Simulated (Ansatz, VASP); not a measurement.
Given: the input of a run of Ansatz 0.2.0 on TiO2.

input.yaml

```yaml
crystal:
  lattice:
    - [4.8126997814, 0.0, 0.0]
    - [0.0, 4.87188446, 0.0]
    - [-0.8628854487, 0.0, 4.9665942755]
  atoms:
    - { symbol: Ti, position: [0.27743526, 0.05280836, 0.21314827] }
    - { symbol: Ti, position: [0.72256474, 0.55280836, 0.28685173] }
    - { symbol: Ti, position: [0.72256474, 0.94719164, 0.78685173] }
    - { symbol: Ti, position: [0.27743526, 0.44719164, 0.71314827] }
    - { symbol: O, position: [0.06383822, 0.17696552, 0.85155674] }
    - { symbol: O, position: [0.93616178, 0.67696552, 0.64844326] }
    - { symbol: O, position: [0.93616178, 0.82303448, 0.14844326] }
    - { symbol: O, position: [0.06383822, 0.32303448, 0.35155674] }
    - { symbol: O, position: [0.44536099, 0.75763174, 0.46677186] }
    - { symbol: O, position: [0.55463901, 0.25763174, 0.03322814] }
    - { symbol: O, position: [0.55463901, 0.24236826, 0.53322814] }
    - { symbol: O, position: [0.44536099, 0.74236826, 0.96677186] }
hamiltonian:
  xc: pbe
  pseudopotentials: { kind: paw }
kpoints:
  mp_grid: { grid: [6, 6, 6] }
scf:
  occupations: { method: gaussian, width: 0.014 }
output:
  forces: true
  stress: true
  eigenvalues: true
```

Potentials or basis: Ansatz PAW.

Command:

```bash
$ ansatz run input.yaml --threads 4 --pin off --max-ram 11264MiB --backend cpu --events-out ev --progress --plain --runs-dir out
```

Question: Set up the same calculation for VASP 6.6.1. Potentials there: VASP PAW PBE potentials, release 64 (Ti_sv, O).

Answer: As run (the cutoff follows the program's own potentials):

File INCAR:

```
SYSTEM = TiO2
PREC = Accurate
ENCUT = 600
EDIFF = 1E-6
ISMEAR = 0
SIGMA = 0.014
LREAL = .FALSE.
LASPH = .TRUE.
NELM = 120
ALGO = Normal
ISIF = 2
LWAVE = .FALSE.
LCHARG = .TRUE.
GGA = PE
LELF = .TRUE.
LVHAR = .TRUE.
NBANDS = 60
GGA_COMPAT = .FALSE.
```

The input KPOINTS:

```
Automatic mesh
0
G
  6 6 6
  0 0 0
```

The input POSCAR:

```
TiO2
1.0
    4.8126997814      0.0000000000      0.0000000000
    0.0000000000      4.8718844600      0.0000000000
   -0.8628854487      0.0000000000      4.9665942755
Ti O
4 8
Direct
    0.2774352600      0.0528083600      0.2131482700
    0.7225647400      0.5528083600      0.2868517300
    0.7225647400      0.9471916400      0.7868517300
    0.2774352600      0.4471916400      0.7131482700
    0.0638382200      0.1769655200      0.8515567400
    0.9361617800      0.6769655200      0.6484432600
    0.9361617800      0.8230344800      0.1484432600
    0.0638382200      0.3230344800      0.3515567400
    0.4453609900      0.7576317400      0.4667718600
    0.5546390100      0.2576317400      0.0332281400
    0.5546390100      0.2423682600      0.5332281400
    0.4453609900      0.7423682600      0.9667718600
```

Potentials or basis: VASP PAW PBE potentials, release 64 (Ti_sv, O).

Run with:

```sh
$ cat potpaw_PBE.64/Ti_sv/POTCAR potpaw_PBE.64/O/POTCAR > POTCAR
$ mpirun -np 1 vasp_std > vasp.out
```

Both were run:

|  | VASP | Ansatz | Ansatz less VASP |
| --- | --- | --- | --- |
| gap on the k mesh at the Fermi level (eV) | 2.28 | 2.30 | +0.019 |
| least direct gap on the mesh (eV) | 2.35 | 2.37 | +0.019 |
| pressure (GPa) | 4.7 | 4.1 | -0.58 |
| traceless stress, the component that is largest in VASP (GPa) | 0.10 | 0.13 | +0.034 |
| rms of the force components (eV/Å) | 0.047 | 0.051 | +0.0039 |

Atom by atom the forces differ by 0.021 eV/Å (rms over components).
